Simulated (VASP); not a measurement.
# SiMo3 (Pmm2) in VASP: settings compared

SiMo3 is run at these levels: PBE, revPBE; tasks: single point.

Everything below comes from runs of VASP 6.6.1. Logs are shortened: lines on timing, memory, paths and dates and some standing lists are left out, and cuts for length are marked.

### 1 The cell of the first run

Symmetry: Pmm2, No. 25, orthorhombic system. Conventional cell: a = 4.906 Å, b = 4.906 Å, c = 4.906 Å, α = 90.00°, β = 90.00°, γ = 90.00°. Si (site symmetry mm2) has 12 Mo at 2.64 to 2.85 Å within 3.5 Å. Within 3.6 Å of Si (site symmetry mm2) lie 12 Mo at 2.74 Å. Within 3.2 Å of Mo (site symmetry m) lie 10 Mo at 2.45 to 3.00 Å and 4 Si at 2.64 to 2.85 Å. Mo (site symmetry m) has 10 Mo at 2.45 to 3.00 Å and 4 Si at 2.74 to 2.75 Å within 3.2 Å. Mo (site symmetry mm2) has 10 Mo at 2.45 to 3.00 Å and 4 Si at 2.74 to 2.80 Å within 3.2 Å. Mo (site symmetry mm2) has 10 Mo at 2.45 to 3.00 Å and 4 Si at 2.69 to 2.74 Å within 3.2 Å.

### 2 Single point, PBE (atom 1 (Si) moved +0.120 Å along Cartesian [0 0 1])

Contents of INCAR:

```
SYSTEM = SiMo3
PREC = Accurate
ENCUT = 520
EDIFF = 1E-6
ISMEAR = 0
SIGMA = 0.15
LREAL = .FALSE.
LASPH = .TRUE.
NELM = 80
ALGO = Fast
ISIF = 2
LWAVE = .FALSE.
LCHARG = .FALSE.
GGA = PE
NBANDS = 56
```

Contents of KPOINTS:

```
regular mesh
0
G
  8 8 8
  0 0 0
```

Contents of POSCAR:

```
SiMo3
1.0
    4.9064535172      0.0000000000      0.0000000000
    0.0000000000      4.9064535172      0.0000000000
    0.0000000000      0.0000000000      4.9064535172
Si Mo
2 6
Direct
    0.0000000000      0.0000000000      0.0244575842
    0.5000000000      0.5000000000      0.5000000000
    0.2500000000      0.0000000000      0.5000000000
    0.5000000000      0.7500000000      0.0000000000
    0.7500000000      0.0000000000      0.5000000000
    0.5000000000      0.2500000000      0.0000000000
    0.0000000000      0.5000000000      0.7500000000
    0.0000000000      0.5000000000      0.2500000000
```

Potentials or basis: VASP PAW PBE potentials, release 64 (Si, Mo_sv).

Started as:

```sh
> cat potpaw_PBE.64/Si/POTCAR potpaw_PBE.64/Mo_sv/POTCAR > POTCAR
> mpirun -np 1 vasp_std > vasp.out
```

OUTCAR:

```text
SYSTEM = SiMo3
   PREC = Accurate
   ENCUT = 520
   EDIFF = 1E-6
   ISMEAR = 0
   LREAL = .FALSE.
   LASPH = .TRUE.
   NELM = 80
   ISIF = 2
   GGA = PE

 ion  position               nearest neighbor table
   1  0.000  0.000  0.024-   3 2.64   5 2.64   8 2.69   8 2.69   4 2.75   6 2.75   4 2.75   6 2.75
                             7 2.80   7 2.80   3 2.85   5 2.85
   2  0.500  0.500  0.500-   3 2.74   4 2.74   5 2.74   6 2.74   7 2.74   8 2.74   4 2.74   6 2.74
                             3 2.74   5 2.74   7 2.74   8 2.74
   3  0.250  0.000  0.500-   5 2.45   5 2.45   1 2.64   2 2.74   2 2.74   1 2.85   7 3.00   8 3.00
                             4 3.00   6 3.00   4 3.00   7 3.00   8 3.00   6 3.00
   4  0.500  0.750  0.000-   6 2.45   6 2.45   2 2.74   2 2.74   1 2.75   1 2.75   8 3.00   5 3.00
                             3 3.00   5 3.00   3 3.00   7 3.00   7 3.00   8 3.00
   5  0.750  0.000  0.500-   3 2.45   3 2.45   1 2.64   2 2.74   2 2.74   1 2.85   7 3.00   8 3.00
                             4 3.00   6 3.00   4 3.00   7 3.00   8 3.00   6 3.00
   6  0.500  0.250  0.000-   4 2.45   4 2.45   2 2.74   2 2.74   1 2.75   1 2.75   8 3.00   3 3.00
                             3 3.00   5 3.00   5 3.00   7 3.00   7 3.00   8 3.00
   7  0.000  0.500  0.750-   8 2.45   8 2.45   2 2.74   2 2.74   1 2.80   1 2.80   3 3.00   4 3.00
                             5 3.00   3 3.00   5 3.00   6 3.00   4 3.00   6 3.00
   8  0.000  0.500  0.250-   7 2.45   7 2.45   1 2.69   1 2.69   2 2.74   2 2.74   3 3.00   4 3.00
                             5 3.00   3 3.00   5 3.00   6 3.00   4 3.00   6 3.00

  LATTYP: Found a simple cubic cell.
 ALAT       =     4.9064535172

  Lattice vectors:

 A1 = (   4.9064535172,   0.0000000000,   0.0000000000)
 A2 = (   0.0000000000,   4.9064535172,   0.0000000000)
 A3 = (   0.0000000000,   0.0000000000,   4.9064535172)

Analysis of symmetry for initial positions (statically):
=====================================================================
 Subroutine PRICEL returns:
 Original cell was already a primitive cell.

 Routine SETGRP: Setting up the symmetry group for a
 simple cubic supercell.

 Subroutine GETGRP returns: Found  4 space group operations
 (whereof  4 operations were pure point group operations)
 out of a pool of 48 trial point group operations.

The static configuration has the point symmetry C_2v.

Analysis of symmetry for dynamics (positions and initial velocities):
=====================================================================
 Subroutine PRICEL returns:
 Original cell was already a primitive cell.

 Routine SETGRP: Setting up the symmetry group for a
 simple cubic supercell.

 Subroutine GETGRP returns: Found  4 space group operations
 (whereof  4 operations were pure point group operations)
 out of a pool of 48 trial point group operations.

[... 118 lines left out ...]
   ISIF   =      2    stress and relaxation
   ISYM   =      2    0-nonsym 1-usesym 2-fastsym
   POTIM  = 0.5000    time-step for ionic-motion
   TEBEG  =    0.0;   TEEND  =   0.0 temperature during run
   PSTRESS=    0.0 pullay stress
   NELECT =      92.0000    total number of electrons
   NUPDOWN=      -1.0000    fix difference up-down
   EMIN   =  10.00;   EMAX   =-10.00  energy-range for DOS
   EFERMI =   0.00;   METHOD = LEGACY
   ISMEAR =     0;   SIGMA  =   0.15  broadening in eV -4-tet -1-fermi 0-gaus
   EFERMI_NEDOS =   21; number of points for ismear=-14 and -15
   IALGO  =     68    algorithm
   IMIX   =      4    mixing-type and parameters
     AMIX     =   0.40;   BMIX     =  1.00
     AMIX_MAG =   1.60;   BMIX_MAG =  1.00
  volume/ion in A,a.u.               =      14.76        99.63
  Fermi-wavevector in a.u.,A,eV,Ry     =   1.506271  2.846439 30.869606  2.268852
  Thomas-Fermi vector in A             =   2.617010
   LORBIT       =      0    0 simple, 1 ext, 2 COOP (PROOUT), +10 PAW based schemes
   GGA     = PE    functional components
   LHFCALC =     F    Hartree Fock is set to
   AEXX    =    0.0000 exact exchange contribution
   IVDW    =     0    specifies the selected vdW correction
   LEPSILON=     F    determine dielectric tensor
   LRPA    =     F    only Hartree local field effects (RPA)
 non-spin polarized calculation
 RMM-DIIS sequential band-by-band and
 Gauss-broadening in eV      SIGMA  =   0.15
  energy-cutoff  :      520.00
  volume of cell :      118.11
 maximum number of plane-waves:      3197
   NGX = 19   NGY = 19   NGZ = 19

 number of electron      91.9999974 magnetization

 Free energy of the ion-electron system (eV)
  ---------------------------------------------------
  ext. energy  EPLUGINS =         0.00000000
  ---------------------------------------------------
  free energy    TOTEN  =       -78.94429720 eV

  energy without entropy =      -78.89549727  energy(sigma->0) =      -78.91989723

 E-fermi :  12.6010     XC(G=0): -13.0543

 val. band max:       12.5988545556   @ k =   0.5000   0.2500   0.0000
 cond. band min:      12.6022944104   @ k =   0.2500   0.0000   0.5000
 fundamental gap:      0.0034398548
 Fermi energy:        12.6009524218

 k-point     1 :       0.0000    0.0000    0.0000
  band No.  band energies     occupation
      1     -48.6766      2.00000
      2     -48.5675      2.00000
      3     -48.5650      2.00000
      4     -48.2501      2.00000
      5     -48.2471      2.00000
      6     -48.2458      2.00000
[... 1405 lines left out ...]
     55      15.1665      0.00000
     56      15.1687      0.00000

 [... further k-points ...]
[... 5 lines left out ...]
  --------------------------------------------------------------------------------------
  -------------------------------------------------------------------------------------
  Total        0.4753796      0.4656938      0.8129347      0.0000000      0.0000000      0.0000000
  in kB        6.4483421      6.3169580     11.0271478      0.0000000      0.0000000      0.0000000
  external PRESSURE =       7.9308160 kB  Pullay stress =       0.0000000 kB

 VOLUME and BASIS-vectors are now :
 -----------------------------------------------------------------------------
  energy-cutoff  :      520.00
  volume of cell :      118.11
      direct lattice vectors                 reciprocal lattice vectors
     4.906453517  0.000000000  0.000000000     0.203813202  0.000000000  0.000000000
     0.000000000  4.906453517  0.000000000     0.000000000  0.203813202  0.000000000
     0.000000000  0.000000000  4.906453517     0.000000000  0.000000000  0.203813202

 POSITION                                       TOTAL-FORCE (eV/Angst)
 -----------------------------------------------------------------------------------
      0.00000      0.00000      0.12000         0.000000     -0.000000     -1.130655
      2.45323      2.45323      2.45323         0.000000     -0.000000      0.075968
      1.22661      0.00000      2.45323         0.055189     -0.000000      0.439844
      2.45323      3.67984      0.00000         0.000000      0.000746      0.009926
      3.67984      0.00000      2.45323        -0.055189     -0.000000      0.439844
      2.45323      1.22661      0.00000         0.000000     -0.000746      0.009926
      0.00000      2.45323      3.67984         0.000000     -0.000000      0.075234
      0.00000      2.45323      1.22661         0.000000     -0.000000      0.079913
 -----------------------------------------------------------------------------------
    total drift:                                0.000000      0.000000     -0.000142

  FREE ENERGIE OF THE ION-ELECTRON SYSTEM (eV)
  ---------------------------------------------------
  free  energy   TOTEN  =       -78.9442971996 eV

  energy  without entropy=      -78.8954972702  energy(sigma->0) =      -78.91989723
```

OSZICAR:

```text
N       E                     dE             d eps       ncg     rms          rms(c)
DAV:   1     0.111495506546E+04    0.11150E+04   -0.56159E+04 14080   0.168E+03
DAV:   2    -0.335059979843E+02   -0.11485E+04   -0.11188E+04 15032   0.526E+02
DAV:   3    -0.819732646433E+02   -0.48467E+02   -0.46824E+02 18296   0.967E+01
DAV:   4    -0.830468360074E+02   -0.10736E+01   -0.10569E+01 17048   0.118E+01
DAV:   5    -0.830681807371E+02   -0.21345E-01   -0.21295E-01 16832   0.165E+00    0.419E+01
RMM:   6    -0.790990622282E+02    0.39691E+01   -0.12256E+01 14106   0.150E+01    0.132E+01
RMM:   7    -0.790147932128E+02    0.84269E-01   -0.46940E+00 15664   0.709E+00    0.256E+00
RMM:   8    -0.789718151722E+02    0.42978E-01   -0.57987E-01 16451   0.301E+00    0.188E+00
RMM:   9    -0.789509795143E+02    0.20836E-01   -0.26189E-01 16562   0.177E+00    0.111E+00
RMM:  10    -0.789426767370E+02    0.83028E-02   -0.66710E-02 17316   0.101E+00    0.377E-01
RMM:  11    -0.789448560540E+02   -0.21793E-02   -0.29689E-02 18123   0.426E-01    0.316E-01
RMM:  12    -0.789442398194E+02    0.61623E-03   -0.57873E-03 16665   0.296E-01    0.108E-01
RMM:  13    -0.789442786044E+02   -0.38785E-04   -0.18691E-03 17641   0.139E-01    0.712E-02
RMM:  14    -0.789442876556E+02   -0.90511E-05   -0.39014E-04 18555   0.666E-02    0.143E-02
RMM:  15    -0.789442962128E+02   -0.85573E-05   -0.94193E-05 18791   0.290E-02    0.135E-02
RMM:  16    -0.789442971463E+02   -0.93342E-06   -0.21144E-05 15968   0.132E-02    0.846E-03
RMM:  17    -0.789442971996E+02   -0.53366E-07   -0.69539E-06 13445   0.691E-03
   1 F= -.78944297E+02 E0= -.78919897E+02  d E =-.487999E-01
```

stdout:

```text
POSCAR found type information on POSCAR SiMo
 POSCAR found :  2 types and       8 ions
 scaLAPACK will be used
 LDA part: xc-table for (Slater+PW92), standard interpolation
 POSCAR, INCAR and KPOINTS ok, starting setup
 FFT: planning ... GRIDC
 FFT: planning ... GRID_SOFT
 FFT: planning ... GRID
 WAVECAR not read
 entering main loop
```

Wall time 10 min (1 thread of Intel Xeon Platinum 8488C (Sapphire Rapids), shared host); peak memory 0.62 GiB.

Results:

| Property | Result |
| --- | --- |
| Free energy | -78.9443 eV |
| Pressure | 0.8 GPa |
| Largest force | 1.131 eV/Å |
| Band gap on the k mesh | zero (band 46 reaches 13.82 eV, above the bottom of band 47 at 11.42 eV) |

Forces on the atoms (eV/Å):
```
Si   0.000  0.000 -1.131
Si   0.000  0.000  0.076
Mo   0.055  0.000  0.440
Mo   0.000  0.001  0.010
Mo  -0.055  0.000  0.440
Mo   0.000 -0.001  0.010
Mo   0.000  0.000  0.075
Mo   0.000  0.000  0.080
```

Caveat: the cell differs from its parent crystal (atom 1 (Si) moved +0.120 Å along Cartesian [0 0 1]); forces of over 1 eV/Å act on the atoms, so gaps and moduli don't describe the material at rest.

### 3 Single point, revPBE

Contents of INCAR:

```
SYSTEM = SiMo3
PREC = Accurate ; ENCUT = 520
EDIFF = 1E-6 ; ISMEAR = -1
SIGMA = 0.15 ; LREAL = .FALSE.
LASPH = .TRUE. ; NELM = 60
ALGO = Fast ; ISIF = 2
LWAVE = .FALSE. ; LCHARG = .TRUE.
GGA = RE ; LELF = .TRUE.
LVHAR = .TRUE. ; NBANDS = 56
```

KPOINTS is that of step 2.

POSCAR is that of step 2.

Potentials or basis: VASP PAW PBE potentials, release 64 (Si, Mo_sv).

Started as:

```sh
> cat potpaw_PBE.64/Si/POTCAR potpaw_PBE.64/Mo_sv/POTCAR > POTCAR
> mpirun -np 1 vasp_std > vasp.out
```

OUTCAR:

```text
SYSTEM = SiMo3
   PREC = Accurate
   ENCUT = 520
   EDIFF = 1E-6
   ISMEAR = -1
   LREAL = .FALSE.
   LASPH = .TRUE.
   NELM = 60
   ISIF = 2
   GGA = RE

 ion  position               nearest neighbor table
   1  0.000  0.000  0.024-   3 2.64   5 2.64   8 2.69   8 2.69   4 2.75   6 2.75   4 2.75   6 2.75
                             7 2.80   7 2.80   3 2.85   5 2.85
   2  0.500  0.500  0.500-   3 2.74   4 2.74   5 2.74   6 2.74   7 2.74   8 2.74   4 2.74   6 2.74
                             3 2.74   5 2.74   7 2.74   8 2.74
   3  0.250  0.000  0.500-   5 2.45   5 2.45   1 2.64   2 2.74   2 2.74   1 2.85   7 3.00   8 3.00
                             4 3.00   6 3.00   4 3.00   7 3.00   8 3.00   6 3.00
   4  0.500  0.750  0.000-   6 2.45   6 2.45   2 2.74   2 2.74   1 2.75   1 2.75   8 3.00   5 3.00
                             3 3.00   5 3.00   3 3.00   7 3.00   7 3.00   8 3.00
   5  0.750  0.000  0.500-   3 2.45   3 2.45   1 2.64   2 2.74   2 2.74   1 2.85   7 3.00   8 3.00
                             4 3.00   6 3.00   4 3.00   7 3.00   8 3.00   6 3.00
   6  0.500  0.250  0.000-   4 2.45   4 2.45   2 2.74   2 2.74   1 2.75   1 2.75   8 3.00   3 3.00
                             3 3.00   5 3.00   5 3.00   7 3.00   7 3.00   8 3.00
   7  0.000  0.500  0.750-   8 2.45   8 2.45   2 2.74   2 2.74   1 2.80   1 2.80   3 3.00   4 3.00
                             5 3.00   3 3.00   5 3.00   6 3.00   4 3.00   6 3.00
   8  0.000  0.500  0.250-   7 2.45   7 2.45   1 2.69   1 2.69   2 2.74   2 2.74   3 3.00   4 3.00
[... 208 lines left out ...]
      3     -48.5179      2.00000
      4     -48.2029      2.00000
      5     -48.1998      2.00000
      6     -48.1987      2.00000
[... 1405 lines left out ...]
     55      15.2219      0.00000
     56      15.2305      0.00000

 [... further k-points ...]
[... 5 lines left out ...]
  --------------------------------------------------------------------------------------
  -------------------------------------------------------------------------------------
  Total        2.2913294      2.2817531      2.6314136      0.0000000      0.0000000      0.0000000
  in kB       31.0810048     30.9511050     35.6941155      0.0000000      0.0000000      0.0000000
  external PRESSURE =      32.5754084 kB  Pullay stress =       0.0000000 kB

 VOLUME and BASIS-vectors are now :
 -----------------------------------------------------------------------------
  energy-cutoff  :      520.00
  volume of cell :      118.11
      direct lattice vectors                 reciprocal lattice vectors
     4.906453517  0.000000000  0.000000000     0.203813202  0.000000000  0.000000000
     0.000000000  4.906453517  0.000000000     0.000000000  0.203813202  0.000000000
     0.000000000  0.000000000  4.906453517     0.000000000  0.000000000  0.203813202

 POSITION                                       TOTAL-FORCE (eV/Angst)
 -----------------------------------------------------------------------------------
      0.00000      0.00000      0.12000         0.000000     -0.000000     -1.139487
      2.45323      2.45323      2.45323         0.000000     -0.000000      0.076344
      1.22661      0.00000      2.45323         0.057210      0.000000      0.445943
      2.45323      3.67984      0.00000         0.000000      0.000320      0.007512
      3.67984      0.00000      2.45323        -0.057210     -0.000000      0.445943
      2.45323      1.22661      0.00000         0.000000     -0.000320      0.007512
      0.00000      2.45323      3.67984         0.000000     -0.000000      0.076489
      0.00000      2.45323      1.22661         0.000000     -0.000000      0.079744
 -----------------------------------------------------------------------------------
    total drift:                                0.000000      0.000000     -0.000104

  FREE ENERGIE OF THE ION-ELECTRON SYSTEM (eV)
  ---------------------------------------------------
  free  energy   TOTEN  =       -75.8711941578 eV

  energy  without entropy=      -75.5726282753  energy(sigma->0) =      -75.72191122
```

OSZICAR:

```text
N       E                     dE             d eps       ncg     rms          rms(c)
DAV:   1     0.111886055274E+04    0.11189E+04   -0.56175E+04 14088   0.168E+03
DAV:   2    -0.302432903323E+02   -0.11491E+04   -0.11194E+04 15032   0.526E+02
DAV:   3    -0.787163679418E+02   -0.48473E+02   -0.46834E+02 18328   0.967E+01
DAV:   4    -0.797902854448E+02   -0.10739E+01   -0.10572E+01 17040   0.118E+01
DAV:   5    -0.798118002476E+02   -0.21515E-01   -0.21460E-01 16880   0.165E+00    0.412E+01
RMM:   6    -0.760091953713E+02    0.38026E+01   -0.11828E+01 14098   0.149E+01    0.132E+01
RMM:   7    -0.759382785514E+02    0.70917E-01   -0.45557E+00 15647   0.710E+00    0.260E+00
RMM:   8    -0.758980471012E+02    0.40231E-01   -0.56624E-01 16440   0.297E+00    0.189E+00
RMM:   9    -0.758772931740E+02    0.20754E-01   -0.25264E-01 16510   0.175E+00    0.109E+00
RMM:  10    -0.758695509770E+02    0.77422E-02   -0.64318E-02 17311   0.101E+00    0.395E-01
RMM:  11    -0.758719060486E+02   -0.23551E-02   -0.29594E-02 18058   0.436E-01    0.333E-01
RMM:  12    -0.758710525620E+02    0.85349E-03   -0.81429E-03 16330   0.358E-01    0.797E-02
RMM:  13    -0.758711861958E+02   -0.13363E-03   -0.16647E-03 18458   0.128E-01    0.736E-02
RMM:  14    -0.758711865519E+02   -0.35605E-06   -0.33741E-04 18935   0.568E-02    0.225E-02
RMM:  15    -0.758711925425E+02   -0.59906E-05   -0.79541E-05 17658   0.245E-02    0.100E-02
RMM:  16    -0.758711936074E+02   -0.10649E-05   -0.17770E-05 14892   0.108E-02    0.408E-03
RMM:  17    -0.758711941578E+02   -0.55038E-06   -0.57574E-06 12295   0.524E-03
   1 F= -.75871194E+02 E0= -.75721911E+02  d E =-.298566E+00
```

It took 24 min on 1 thread of Intel Xeon 8259CL, shared host; peak memory 0.63 GiB.

Results:

```yaml
Free_energy: -75.8712 eV
Pressure: 3.3 GPa
Largest_force: 1.139 eV/Å
Band_gap_on_the_k_mesh: zero (band 46 reaches 13.87 eV, above the bottom of band 47 at 11.47 eV)
```

Forces on the atoms (eV/Å):
```
Si   0.000  0.000 -1.139
Si   0.000  0.000  0.076
Mo   0.057  0.000  0.446
Mo   0.000  0.000  0.008
Mo  -0.057  0.000  0.446
Mo   0.000  0.000  0.008
Mo   0.000  0.000  0.076
Mo   0.000  0.000  0.080
```

Caveat: the PAW data sets were made with another functional, which shifts forces and pressure a little.
